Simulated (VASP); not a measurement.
A run of VASP 6.6.1:

Contents of INCAR:

```
PREC = Accurate
ENCUT = 520
EDIFF = 1E-6
ISMEAR = -1
SIGMA = 0.1
LREAL = False
LASPH = True
NELM = 100
ALGO = Normal
ISIF = 2
LWAVE = False
LCHARG = False
GGA = PE
NBANDS = 26
```

Contents of KPOINTS:

```
regular mesh
0
Gamma
  8 8 10
```

POSCAR

```
In
1.0
    5.2234016869      0.0000000000      0.0000000000
   -2.6117008434      4.5235985550      0.0000000000
    0.0000000000      0.0000000000      3.1927942917
In
3
Direct
    0.0000000000      0.0000000000      0.0000000000
    0.3333333333      0.6666666667      0.5000000000
    0.6666666667      0.3333333333      0.5000000000
```

Potentials or basis: VASP PAW PBE potentials, release 64 (In_d).

The run is started by

```console
$ cat potpaw_PBE.64/In_d/POTCAR > POTCAR
$ mpirun -np 1 vasp_std > vasp.out
```

Hardware: 1 thread of Intel(R) Xeon(R) 6975P-C (Granite Rapids), on a shared host.

Estimate the wall time of this run.

It took 44 s on 1 thread of Intel(R) Xeon(R) 6975P-C (Granite Rapids), with other jobs on the host, peak memory 0.23 GiB. Counts: scf iterations 11, k points 60.
